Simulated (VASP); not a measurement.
Write the native input for VASP 6.6.1 that does the following.

| Quantity | Value |
| --- | --- |
| Task | relaxation of cell and atoms |
| Functional | PBEsol |
| Potentials or basis | VASP PAW PBE potentials, release 64 (Ca_sv) |
| Cutoff | 600 eV |
| k mesh | 14 × 14 × 14 |
| Occupations | gaussian, width 0.1 eV |
| Spin | no spin polarisation |
| Dipole correction | no |
| Further INCAR settings | ALGO = Normal; EDIFF = 1e-06; IBRION = 2; EDIFFG = -0.005; NSW = 100; ISIF = 3 |

The structure of Ca lies in POSCAR:

```
Ca
1.0
   -2.1615068465      2.1615068465      2.1615068465
    2.1615068465     -2.1615068465      2.1615068465
    2.1615068465      2.1615068465     -2.1615068465
Ca
1
Direct
    0.0000000000      0.0000000000      0.0000000000
```

One way to write it, as run:

INCAR

```
SYSTEM = Ca
  PREC = Accurate
  ENCUT = 600
  EDIFF = 1E-6
  ISMEAR = 0
  SIGMA = 0.1
  LREAL = .FALSE.
  LASPH = .TRUE.
  NELM = 100
  ALGO = Normal
  ISIF = 3
  LWAVE = .FALSE.
  LCHARG = .FALSE.
  GGA = PS
  IBRION = 2
  NSW = 100
  EDIFFG = -0.005
```

KPOINTS

```
Automatic mesh
0
G
  14 14 14
  0 0 0
```

Potentials or basis: VASP PAW PBE potentials, release 64 (Ca_sv).

Launch:

```sh
$ cat potpaw_PBE.64/Ca_sv/POTCAR > POTCAR
$ mpirun -np 1 vasp_std > vasp.out
```

Results of the run:

```json
{
  "Pressure after relaxing": "0.0 GPa",
  "Band gap on the k mesh": "zero (band 5 reaches 2.36 eV, above the bottom of band 6 at 2.09 eV)"
}
```

Caveat: the relaxation stopped at its first step, so nothing moved; the PAW data sets were made with another functional, which shifts forces and pressure a little.

It took 18 s on 1 thread of Intel(R) Xeon(R) 6975P-C (Granite Rapids), on a shared host, peak memory 0.2 GiB.
